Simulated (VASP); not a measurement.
**PbSe (rock salt type): single point with HSE06**

The system is PbSe (rock salt type).

```xyz
2
Lattice="0.0000 3.0524 3.0524 3.0524 0.0000 3.0524 3.0524 3.0524 0.0000" Properties=species:S:1:pos:R:3 pbc="T T T"
Pb    0.0000    0.0000    0.0000
Se    3.0524    3.0524    3.0524
```

```yaml
Program: VASP 6.6.1
Task: single point
Functional: HSE06
Potentials_or_basis: VASP PAW PBE potentials, release 64 (Pb_d, Se)
Cutoff: 520 eV
k_mesh: 4 × 4 × 4
Occupations: fermi-dirac, width 0.05 eV
Spin: no spin polarisation
Dipole_correction: no
Grid_for_exact_exchange_PRECFOCK: Normal
Further_INCAR_settings: ALGO = Normal; EDIFF = 1e-06; NBANDS = 17
Share_of_exact_exchange: 0.25
Screening_parameter: 0.2079 1/Å
```

| Item | Value |
| --- | --- |
| Pressure | 1.7 GPa |
| Band gap on the k mesh | 0.68 eV |

Levels at points of the mesh, in eV from the valence-band top:
```
           k point  band 6  band 7  band 8  band 9  band 10  band 11  band 12  band 13  band 14  band 15
(0.00, 0.00, 0.00)  -15.13   -6.64   -2.25   -2.25    -2.25     5.49     5.49     5.49     7.12     7.12
(0.50, 0.00, 0.00)  -13.93   -9.68   -1.82   -1.82     0.00     0.68     2.13     2.13     9.32    11.03
(0.50, 0.50, 0.00)  -13.50   -7.93   -5.69   -3.74    -3.74     4.11     6.48     6.48     6.95    12.22
```

It took 28 min on 1 thread of Intel Xeon 8259CL (shared host), peak memory 0.3 GiB.

Caveat: the k points lie up to 0.45 Å⁻¹ apart; the PAW data sets were made with another functional, which shifts forces and pressure a little; spin-orbit coupling is left out, which moves the levels of the heavy elements. A k mesh can miss the band edges.
